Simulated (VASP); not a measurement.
# K2TiF6 (P-3m1) in VASP: further runs

The runs below take K2TiF6 through single point, with LDA.

Everything below comes from runs of VASP 6.6.1. Logs are shortened: lines on timing, memory, paths and dates and some standing lists are left out, and cuts for length are marked.

### Step 1. The cell of the first run

Symmetry: P-3m1, No. 164, trigonal system. The conventional cell has a = 5.641 Å, b = 5.641 Å, c = 4.548 Å, α = 90.00°, β = 90.00°, γ = 120.00°. K (site symmetry 3m) has 12 F at 2.74 to 2.96 Å and 3 Ti at 3.54 Å within 3.6 Å. Within 2.5 Å of Ti (site symmetry -3m) lie 6 F at 1.86 Å. F (site symmetry m) has 1 Ti at 1.86 Å within 2.5 Å.

### Step 2. Single point, LDA (volume scaled by 1.06, then relaxed in part)

The input, INCAR:

```
PREC = Accurate
ENCUT = 520
EDIFF = 1E-6
ISMEAR = 0
SIGMA = 0.02
LREAL = F
LASPH = T
NELM = 60
ALGO = Normal
ISIF = 2
LWAVE = F
LCHARG = F
NBANDS = 46
```

The input, KPOINTS:

```
regular mesh
0
Gamma
  6 6 6
```

The input, POSCAR:

```
K2TiF6
1.0
    5.6412730776      0.0000000000      0.0000000000
   -2.8206365388      4.8854857949      0.0000000000
    0.0000000000      0.0000000000      4.5481614042
K Ti F
2 1 6
Direct
    0.3333333333      0.6666666667      0.6978516710
    0.6666666667      0.3333333333      0.3021483290
    0.0000000000      0.0000000000      0.0000000000
    0.1579971325      0.8420028675      0.2279399730
    0.1579971325      0.3159942649      0.2279399730
    0.6840057351      0.8420028675      0.2279399730
    0.8420028675      0.1579971325      0.7720600270
    0.3159942649      0.1579971325      0.7720600270
    0.8420028675      0.6840057351      0.7720600270
```

Potentials or basis: VASP PAW LDA potentials, release 64 (K_sv, Ti_sv, F).

The run is started by

```bash
> cat potpaw_LDA.64/K_sv/POTCAR potpaw_LDA.64/Ti_sv/POTCAR potpaw_LDA.64/F/POTCAR > POTCAR
> mpirun -np 1 vasp_std > vasp.out
```

OUTCAR:

```text
PREC = Accurate
   ENCUT = 520
   EDIFF = 1E-6
   ISMEAR = 0
   LREAL = F
   LASPH = T
   NELM = 60
   ISIF = 2

 ion  position               nearest neighbor table
   1  0.333  0.667  0.698-   4 2.74   6 2.74   5 2.74   9 2.84   9 2.84   8 2.84   7 2.84   7 2.84
                             8 2.84   2 3.72   2 3.72   2 3.72
   2  0.667  0.333  0.302-   7 2.74   8 2.74   9 2.74   5 2.84   5 2.84   6 2.84   4 2.84   4 2.84
                             6 2.84   1 3.72   1 3.72   1 3.72
   3  0.000  0.000  0.000-   6 1.86   8 1.86   5 1.86   9 1.86   4 1.86   7 1.86
   4  0.158  0.842  0.228-   3 1.86   1 2.74   2 2.84   2 2.84
   5  0.158  0.316  0.228-   3 1.86   1 2.74   2 2.84   2 2.84
   6  0.684  0.842  0.228-   3 1.86   1 2.74   2 2.84   2 2.84
   7  0.842  0.158  0.772-   3 1.86   2 2.74   1 2.84   1 2.84
   8  0.316  0.158  0.772-   3 1.86   2 2.74   1 2.84   1 2.84
   9  0.842  0.684  0.772-   3 1.86   2 2.74   1 2.84   1 2.84

  LATTYP: Found a hexagonal cell.
 ALAT       =     5.6412730776
 C/A-ratio  =     0.8062296119

  Lattice vectors:

 A1 = (   5.6412730776,   0.0000000000,   0.0000000000)
 A2 = (  -2.8206365388,   4.8854857949,   0.0000000000)
 A3 = (   0.0000000000,   0.0000000000,   4.5481614042)

Analysis of symmetry for initial positions (statically):
=====================================================================
 Subroutine PRICEL returns:
 Original cell was already a primitive cell.

 Routine SETGRP: Setting up the symmetry group for a
 hexagonal supercell.

 Subroutine GETGRP returns: Found 12 space group operations
 (whereof 12 operations were pure point group operations)
 out of a pool of 24 trial point group operations.

The static configuration has the point symmetry D_3d.

Analysis of symmetry for dynamics (positions and initial velocities):
=====================================================================
 Subroutine PRICEL returns:
 Original cell was already a primitive cell.

 Routine SETGRP: Setting up the symmetry group for a
 hexagonal supercell.

 Subroutine GETGRP returns: Found 12 space group operations
 (whereof 12 operations were pure point group operations)
 out of a pool of 24 trial point group operations.

The dynamic configuration has the point symmetry D_3d.

 Subroutine INISYM returns: Found 12 space group operations
 (whereof 12 operations are pure point group operations),
 and found     1 'primitive' translations

----------------------------------------------------------------------------------------

                                     Primitive cell

  volume of cell :     125.3490

  direct lattice vectors                    reciprocal lattice vectors
     5.641273078  0.000000000  0.000000000     0.177264952  0.102343968  0.000000000
    -2.820636539  4.885485795  0.000000000     0.000000000  0.204687935  0.000000000
     0.000000000  0.000000000  4.548161404     0.000000000  0.000000000  0.219869066

  length of vectors
     5.641273078  5.641273078  4.548161404     0.204687935  0.204687935  0.219869066

  position of ions in fractional coordinates (direct lattice)
     0.333333333  0.666666667  0.697851671
     0.666666667  0.333333333  0.302148329
     0.000000000  0.000000000  0.000000000
     0.157997133  0.842002867  0.227939973
     0.157997133  0.315994265  0.227939973
     0.684005735  0.842002867  0.227939973
     0.842002867  0.157997133  0.772060027
     0.315994265  0.157997133  0.772060027
     0.842002867  0.684005735  0.772060027

  ion indices of the primitive-cell ions
   primitive index   ion index
                 1           1
                 2           2
                 3           3
                 4           4
                 5           5
                 6           6
                 7           7
                 8           8
                 9           9

----------------------------------------------------------------------------------------

 KPOINTS: regular mesh

Automatic generation of k-mesh.
 Grid dimensions read from file:
 generate k-points for:    6    6    6

 Generating k-lattice:

  Cartesian coordinates                     Fractional coordinates (reciprocal lattice)
     0.029544159  0.017057328  0.000000000     0.166666667 -0.000000000  0.000000000
     0.000000000  0.034114656  0.000000000     0.000000000  0.166666667  0.000000000
     0.000000000  0.000000000  0.036644844     0.000000000  0.000000000  0.166666667

  Length of vectors
     0.034114656  0.034114656  0.036644844

  Shift w.r.t. Gamma in fractional coordinates (k-lattice)
     0.000000000  0.000000000  0.000000000

 Subroutine IBZKPT returns following result:
 ===========================================

 Found     34 irreducible k-points:

 Following reciprocal coordinates:
            Coordinates               Weight
  0.000000  0.000000  0.000000      1.000000
  0.166667  0.000000  0.000000      6.000000
  0.333333 -0.000000  0.000000      6.000000
  0.500000  0.000000  0.000000      3.000000
  0.166667  0.166667  0.000000      6.000000
  0.333333  0.166667  0.000000     12.000000
[... 16 lines left out ...]
  0.500000  0.000000  0.333333      6.000000
  0.166667  0.166667  0.333333     12.000000
 [... further k-points ...]
   k-points           NKPTS =     34   k-points in BZ     NKDIM =     34   number of bands    NBANDS=     46
   number of dos      NEDOS =    301   number of ions     NIONS =      9
   total plane-waves  NPLWV =  63504
   dimension x,y,z NGX =    42 NGY =   42 NGZ =   36
   dimension x,y,z NGXF=    84 NGYF=   84 NGZF=   72
   ions per type =               2   1   6
   NGX,Y,Z   is equivalent  to a cutoff of  12.38, 12.38, 13.16 a.u.
   NGXF,Y,Z  is equivalent  to a cutoff of  24.75, 24.75, 26.32 a.u.
 SYSTEM =  unknown system
   PREC   = accura    normal or accurate (medium, high low for compatibility)
   ISTART =      0    job   : 0-new  1-cont  2-samecut
   ICHARG =      2    charge: 1-file 2-atom 10-const
   ISPIN  =      1    spin polarized calculation?
   LNONCOLLINEAR =      F non collinear calculations
   LSORBIT =      F    spin-orbit coupling
   LASPH  =      T    aspherical Exc in radial PAW
   ENCUT  =  520.0 eV  38.22 Ry    6.18 a.u.  10.49 10.49  8.46*2*pi/ulx,y,z
   NELM   =     60;   NELMIN=  2; NELMDL= -5     # of ELM steps
   EDIFF  = 0.1E-05   stopping-criterion for ELM
   LREAL  =      F    real-space projection
   EDIFFG = 0.1E-04   stopping-criterion for IOM
   NSW    =      0    number of steps for IOM
   IBRION =     -1    ionic relax: 0-MD 1-quasi-New 2-CG
   NFREE  =      0    steps in history (QN), initial steepest desc. (CG)
   ISIF   =      2    stress and relaxation
   ISYM   =      2    0-nonsym 1-usesym 2-fastsym
   POTIM  = 0.5000    time-step for ionic-motion
   TEBEG  =    0.0;   TEEND  =   0.0 temperature during run
   PSTRESS=    0.0 pullay stress
   NELECT =      72.0000    total number of electrons
   NUPDOWN=      -1.0000    fix difference up-down
   EMIN   =  10.00;   EMAX   =-10.00  energy-range for DOS
   EFERMI =   0.00;   METHOD = LEGACY
   ISMEAR =     0;   SIGMA  =   0.02  broadening in eV -4-tet -1-fermi 0-gaus
   EFERMI_NEDOS =   21; number of points for ismear=-14 and -15
   IALGO  =     38    algorithm
   IMIX   =      4    mixing-type and parameters
     AMIX     =   0.40;   BMIX     =  1.00
     AMIX_MAG =   1.60;   BMIX_MAG =  1.00
  volume/ion in A,a.u.               =      13.93        93.99
  Fermi-wavevector in a.u.,A,eV,Ry     =   1.360856  2.571644 25.197014  1.851928
  Thomas-Fermi vector in A             =   2.487482
   LORBIT       =      0    0 simple, 1 ext, 2 COOP (PROOUT), +10 PAW based schemes
   GGA     = CA    functional components
   LHFCALC =     F    Hartree Fock is set to
   AEXX    =    0.0000 exact exchange contribution
   IVDW    =     0    specifies the selected vdW correction
   LEPSILON=     F    determine dielectric tensor
   LRPA    =     F    only Hartree local field effects (RPA)
 non-spin polarized calculation
 Gauss-broadening in eV      SIGMA  =   0.02
  energy-cutoff  :      520.00
  volume of cell :      125.35
 maximum number of plane-waves:      3405
 NGX is ok and might be reduce to    42
   NGX = 21   NGY = 21   NGZ = 17

 number of electron      71.9999944 magnetization

 Free energy of the ion-electron system (eV)
  ---------------------------------------------------
  ext. energy  EPLUGINS =         0.00000000
  ---------------------------------------------------
  free energy    TOTEN  =       -54.56265041 eV

  energy without entropy =      -54.56265041  energy(sigma->0) =      -54.56265041

 E-fermi :  -2.2725     XC(G=0): -10.2098

 val. band max:       -2.3734212553   @ k =   0.1667   0.0000   0.3333
 cond. band min:       2.6354878668   @ k =   0.0000   0.0000   0.0000
 fundamental gap:      5.0089091221
 Fermi energy:        -2.2724566123

 k-point     1 :       0.0000    0.0000    0.0000
  band No.  band energies     occupation
      1     -56.7551      2.00000
      2     -33.5541      2.00000
      3     -33.5541      2.00000
      4     -33.5056      2.00000
      5     -27.2940      2.00000
      6     -27.2178      2.00000
[... 38 lines left out ...]
     45       9.0615      0.00000
     46       9.4813      0.00000

 k-point     2 :       0.1667    0.0000    0.0000
  band No.  band energies     occupation
      1     -56.7551      2.00000
      2     -33.5543      2.00000
      3     -33.5542      2.00000
      4     -33.5056      2.00000
      5     -27.2881      2.00000
      6     -27.2214      2.00000
[... 38 lines left out ...]
     45       9.0833      0.00000
     46       9.3220      0.00000

 k-point     3 :       0.3333   -0.0000    0.0000
  band No.  band energies     occupation
      1     -56.7551      2.00000
      2     -33.5547      2.00000
      3     -33.5542      2.00000
      4     -33.5055      2.00000
      5     -27.2737      2.00000
      6     -27.2312      2.00000
[... 1018 lines left out ...]
     45       9.2915      0.00000
     46       9.3708      0.00000

 k-point    24 :       0.1667    0.1667    0.3333
  band No.  band energies     occupation
      1     -56.7551      2.00000
      2     -33.5539      2.00000
      3     -33.5536      2.00000
      4     -33.5083      2.00000
      5     -27.2644      2.00000
      6     -27.2305      2.00000
[... 38 lines left out ...]
     45       9.0793      0.00000
     46       9.1703      0.00000

 [... further k-points ...]
[... 5 lines left out ...]
  --------------------------------------------------------------------------------------
  -------------------------------------------------------------------------------------
  Total       -1.1425122     -1.1425122     -1.1739369     -0.0000000      0.0000000      0.0000000
  in kB      -14.6032891    -14.6032891    -15.0049509     -0.0000000      0.0000000      0.0000000
  external PRESSURE =     -14.7371764 kB  Pullay stress =       0.0000000 kB

 VOLUME and BASIS-vectors are now :
 -----------------------------------------------------------------------------
  energy-cutoff  :      520.00
  volume of cell :      125.35
      direct lattice vectors                 reciprocal lattice vectors
     5.641273078  0.000000000  0.000000000     0.177264952  0.102343968  0.000000000
    -2.820636539  4.885485795  0.000000000     0.000000000  0.204687935  0.000000000
     0.000000000  0.000000000  4.548161404     0.000000000  0.000000000  0.219869066

 POSITION                                       TOTAL-FORCE (eV/Angst)
 -----------------------------------------------------------------------------------
     -0.00000      3.25699      3.17394        -0.000000      0.000000     -0.003858
      2.82064      1.62850      1.37422        -0.000000     -0.000000      0.003858
      0.00000      0.00000      0.00000        -0.000000      0.000000      0.000000
     -1.48368      4.11359      1.03671         0.109552     -0.063250      0.082120
      0.00000      1.54379      1.03671        -0.000000      0.126500      0.082120
      1.48368      4.11359      1.03671        -0.109552     -0.063250      0.082120
      4.30432      0.77189      3.51145        -0.109552      0.063250     -0.082120
      1.33696      0.77189      3.51145         0.109552      0.063250     -0.082120
      2.82064      3.34170      3.51145        -0.000000     -0.126500     -0.082120
 -----------------------------------------------------------------------------------
    total drift:                               -0.000000      0.000000     -0.000000

  FREE ENERGIE OF THE ION-ELECTRON SYSTEM (eV)
  ---------------------------------------------------
  free  energy   TOTEN  =       -54.5626504142 eV

  energy  without entropy=      -54.5626504142  energy(sigma->0) =      -54.56265041
```

Wall time 11 min (1 thread of AMD EPYC 7R13, shared host); peak memory 0.27 GiB.

What came out:

| Property | Result |
| --- | --- |
| Free energy | -54.5627 eV |
| Pressure | -1.5 GPa |
| Largest force | 0.151 eV/Å |
| Band gap on the k mesh | 5.01 eV, indirect (least direct gap 5.02 eV) |

Forces on the atoms (eV/Å):
```
K    0.000  0.000 -0.004
K    0.000  0.000  0.004
Ti   0.000  0.000  0.000
F    0.110 -0.063  0.082
F    0.000  0.127  0.082
F   -0.110 -0.063  0.082
F   -0.110  0.063 -0.082
F    0.110  0.063 -0.082
F    0.000 -0.127 -0.082
```

Levels at points of the mesh, in eV from the valence-band top:
| k point | band 34 | band 35 | band 36 | band 37 | band 38 | band 39 |
| --- | --- | --- | --- | --- | --- | --- |
| (0.00, 0.00, 0.00) | -0.10 | -0.10 | -0.01 | 5.01 | 5.07 | 5.07 |
| (0.50, 0.00, 0.00) | -0.27 | -0.17 | -0.09 | 5.05 | 5.14 | 5.22 |
| (0.00, 0.00, 0.50) | -0.20 | -0.05 | -0.05 | 5.06 | 5.06 | 5.09 |
| (0.50, 0.00, 0.50) | -0.30 | -0.26 | -0.05 | 5.03 | 5.15 | 5.21 |

 A k mesh can miss the band edges.

### Step 3. Single point, LDA (volume scaled by 0.88, then relaxed in part)

The input, INCAR:

```
SYSTEM = K2TiF6
PREC = Accurate
ENCUT = 520
EDIFF = 1E-7
ISMEAR = 0
SIGMA = 0.02
LREAL = .FALSE.
LASPH = .TRUE.
NELM = 100
ALGO = Normal
ISIF = 2
LWAVE = .FALSE.
LCHARG = .TRUE.
GGA = CA
LELF = .TRUE.
LVHAR = .TRUE.
NBANDS = 46
```

The input, KPOINTS:

```
regular mesh
0
G
  6 6 6
  0 0 0
```

The input, POSCAR:

```
K2TiF6
1.0
    5.3329928459      0.0000000000      0.0000000000
   -2.6664964229      4.6185072828      0.0000000000
    0.0000000000      0.0000000000      4.2249825566
K Ti F
2 1 6
Direct
    0.3333333333      0.6666666667      0.7192997692
    0.6666666667      0.3333333333      0.2807002308
    0.0000000000      0.0000000000      0.0000000000
    0.1659303053      0.8340696947      0.2406238044
    0.1659303053      0.3318606106      0.2406238044
    0.6681393894      0.8340696947      0.2406238044
    0.8340696947      0.1659303053      0.7593761956
    0.3318606106      0.1659303053      0.7593761956
    0.8340696947      0.6681393894      0.7593761956
```

Potentials or basis: VASP PAW LDA potentials, release 64 (K_sv, Ti_sv, F).

The run is started by

```bash
> cat potpaw_LDA.64/K_sv/POTCAR potpaw_LDA.64/Ti_sv/POTCAR potpaw_LDA.64/F/POTCAR > POTCAR
> mpirun -np 1 vasp_std > vasp.out
```

Run time: 3.9 min. Hardware: 1 thread of Intel Xeon 6975P-C, shared host; peak memory 0.27 GiB.

Results (log left out):

```
Free energy            : -54.2365 eV
Pressure               : 9.2 GPa
Largest force          : 0.157 eV/Å
Band gap on the k mesh : 5.03 eV, direct
```

Forces in eV/Å, atoms in the order of the input:
```
K    0.000  0.000 -0.001
K    0.000  0.000  0.001
Ti   0.000  0.000  0.000
F    0.110 -0.063  0.092
F    0.000  0.127  0.092
F   -0.110 -0.063  0.092
F   -0.110  0.063 -0.092
F    0.110  0.063 -0.092
F    0.000 -0.127 -0.092
```

Stress tensor (GPa, compression positive):
```
9.28 0.00 0.00
0.00 9.28 0.00
0.00 0.00 9.04
```

Levels at points of the mesh, in eV from the valence-band top:
| k point | band 33 | band 34 | band 35 | band 36 | band 37 | band 38 | band 39 | band 40 |
| --- | --- | --- | --- | --- | --- | --- | --- | --- |
| (0.00, 0.00, 0.00) | -0.25 | -0.25 | -0.09 | 0.00 | 5.03 | 5.08 | 5.08 | 8.33 |
| (0.50, 0.00, 0.00) | -0.49 | -0.43 | -0.18 | -0.15 | 5.07 | 5.21 | 5.32 | 7.98 |
| (0.00, 0.00, 0.50) | -0.33 | -0.33 | -0.12 | -0.12 | 5.10 | 5.10 | 5.14 | 8.27 |
| (0.50, 0.00, 0.50) | -0.50 | -0.45 | -0.21 | -0.12 | 5.07 | 5.23 | 5.31 | 7.98 |

### Step 4. Single point, LDA (volume scaled by 0.91, then relaxed in part)

The input, INCAR:

```
SYSTEM = K2TiF6
  PREC = Accurate
  ENCUT = 520
  EDIFF = 1E-7
  ISMEAR = 0
  SIGMA = 0.02
  LREAL = .FALSE.
  LASPH = .TRUE.
  NELM = 80
  ALGO = Normal
  ISIF = 2
  LWAVE = .FALSE.
  LCHARG = .FALSE.
  GGA = CA
  NBANDS = 46
```

KPOINTS is that of step 3.

The input, POSCAR:

```
K2TiF6
1.0
    5.3874366741      0.0000000000      0.0000000000
   -2.6937183370      4.6656570211      0.0000000000
    0.0000000000      0.0000000000      4.2811582932
K Ti F
2 1 6
Direct
    0.3333333333      0.6666666667      0.7154311265
    0.6666666667      0.3333333333      0.2845688735
    0.0000000000      0.0000000000      0.0000000000
    0.1646333045      0.8353666955      0.2382133219
    0.1646333045      0.3292666090      0.2382133219
    0.6707333910      0.8353666955      0.2382133219
    0.8353666955      0.1646333045      0.7617866781
    0.3292666090      0.1646333045      0.7617866781
    0.8353666955      0.6707333910      0.7617866781
```

The run is started by

```bash
> cat potpaw_LDA.64/K_sv/POTCAR potpaw_LDA.64/Ti_sv/POTCAR potpaw_LDA.64/F/POTCAR > POTCAR
> mpirun -np 1 vasp_std > vasp.out
```

It took 3.8 min on 1 thread of Intel Xeon 6975P-C, shared host; peak memory 0.27 GiB.

Results (log left out):

- Free energy: -54.4013 eV
- Pressure: 6.4 GPa
- Largest force: 0.154 eV/Å
- Band gap on the k mesh: 5.02 eV, direct

Forces in eV/Å, atoms in the order of the input:
```
K    0.000  0.000 -0.002
K    0.000  0.000  0.002
Ti   0.000  0.000  0.000
F    0.108 -0.062  0.091
F    0.000  0.125  0.091
F   -0.108 -0.062  0.091
F   -0.108  0.062 -0.091
F    0.108  0.062 -0.091
F    0.000 -0.125 -0.091
```

Stress tensor (GPa, compression positive):
```
6.45 0.00 0.00
0.00 6.45 0.00
0.00 0.00 6.20
```

Levels at points of the mesh, in eV from the valence-band top:
| k point | band 32 | band 33 | band 34 | band 35 | band 36 | band 37 | band 38 | band 39 | band 40 | band 41 |
| --- | --- | --- | --- | --- | --- | --- | --- | --- | --- | --- |
| (0.00, 0.00, 0.00) | -0.26 | -0.23 | -0.23 | -0.11 | 0.00 | 5.02 | 5.08 | 5.08 | 8.26 | 8.26 |
| (0.50, 0.00, 0.00) | -0.54 | -0.44 | -0.43 | -0.16 | -0.15 | 5.06 | 5.19 | 5.30 | 7.92 | 8.28 |
| (0.00, 0.00, 0.50) | -0.34 | -0.34 | -0.32 | -0.11 | -0.11 | 5.09 | 5.09 | 5.13 | 8.20 | 8.20 |
| (0.50, 0.00, 0.50) | -0.49 | -0.48 | -0.45 | -0.21 | -0.10 | 5.06 | 5.21 | 5.29 | 7.91 | 8.21 |

 A k mesh can miss the band edges.

(Part 1 of 2 ends here.)
